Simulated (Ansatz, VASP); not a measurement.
**Li in VASP and in Ansatz**

The input INCAR:

```
SYSTEM = Li
PREC = Accurate
ENCUT = 600
EDIFF = 1E-6
ISMEAR = 0
SIGMA = 0.1
LREAL = .False.
LASPH = .True.
NELM = 80
ALGO = Fast
ISIF = 3
LWAVE = .False.
LCHARG = .False.
GGA = PS
IBRION = 2
NSW = 70
EDIFFG = -0.005
```

KPOINTS

```
Automatic mesh
0
Gamma
  16 16 16
  0 0 0
```

POSCAR

```
Li
1.0
   -1.7158076013      1.7158076013      1.7158076013
    1.7158076013     -1.7158076013      1.7158076013
    1.7158076013      1.7158076013     -1.7158076013
Li
1
Direct
    0.0000000000      0.0000000000      0.0000000000
```

Input for Ansatz:

```yaml
crystal:
  lattice:
    - [-1.7158076013, 1.7158076013, 1.7158076013]
    - [1.7158076013, -1.7158076013, 1.7158076013]
    - [1.7158076013, 1.7158076013, -1.7158076013]
  atoms:
    - { symbol: Li, position: [0.0, 0.0, 0.0] }
basis:
  ecutwfc: 420
kpoints:
  mp_grid: { grid: [16, 16, 16] }
hamiltonian:
  xc: pbesol
scf:
  occupations: { method: gaussian, width: 0.1 }
output:
  forces: true
  stress: true
  eigenvalues: true
relax:
  adjacent_minimum: "off"
  f_tol: 0.005
  max_steps: 50
  cell: { stress_tol: 0.05 }
```

Alike in both runs: task relaxation of cell and atoms; functional PBEsol; k mesh 16 × 16 × 16; occupations gaussian, width 0.1 eV; no spin polarisation.

|  | VASP | Ansatz |
| --- | --- | --- |
| version | VASP 6.6.1 | Ansatz 0.2.0 |
| potentials or method | VASP PAW PBE potentials, release 64 (Li_sv), cutoff 600 eV | scalar-relativistic, plane waves, PAW |
| valence electrons in the cell | 3 | 3 |

|  | VASP | Ansatz | Ansatz less VASP |
| --- | --- | --- | --- |
| gap on the k mesh at the Fermi level, each at its own relaxed structure (eV) | none | none | - |
| relaxed volume (Å³/atom) | 20.02 | 20.21 | +0.185 |
| relaxed cell length with the largest relative difference (Å) | 2.963 | 2.972 | +0.0091 |

VASP's potentials were made for PBE, not for PBEsol. A gap of «none» marks a metal or a gap that the smearing closes.

Noted on VASP's run: the cutoff is short for stress, so the pressure is rough.
